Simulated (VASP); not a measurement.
A run of VASP 6.6.1:

File INCAR:

```
ALGO = Normal ; EDIFF = 1E-6
ENCUT = 500 ; GGA = PE
GGA_COMPAT = F ; ISIF = 2
ISMEAR = 0 ; LASPH = T
LCHARG = F ; LREAL = F
LWAVE = F ; NBANDS = 20
NELM = 120 ; PREC = Accurate
SIGMA = 0.1
```

KPOINTS

```
k-points
0
Gamma
  6 6 4
```

The input POSCAR:

```
Na3H2
1.0
    3.4420328257      0.0000000000      0.0000000000
   -1.7210164129      2.9808878677      0.0000000000
    0.0000000000      0.0000000000      8.8712184913
Na H
3 2
Direct
    0.0000000000      0.0000000000      0.0000000000
    0.3333333333      0.6666666667      0.6801362035
    0.6666666667      0.3333333333      0.3198637965
    0.3333333333      0.6666666667      0.1571503798
    0.6666666667      0.3333333333      0.8428496202
```

Potentials or basis: VASP PAW PBE potentials, release 64 (Na_pv, H).

Command:

```console
$ cat potpaw_PBE.64/Na_pv/POTCAR potpaw_PBE.64/H/POTCAR > POTCAR
$ mpirun -np 1 vasp_std > vasp.out
```

Hardware: 1 thread of Intel(R) Xeon(R) 6975P-C (Granite Rapids), on a shared host.

Estimate the wall time of this run.

It took 18 s on 1 thread of Intel(R) Xeon(R) 6975P-C (Granite Rapids) (shared host), peak memory 0.22 GiB. Counts: scf iterations 12, k points 24.
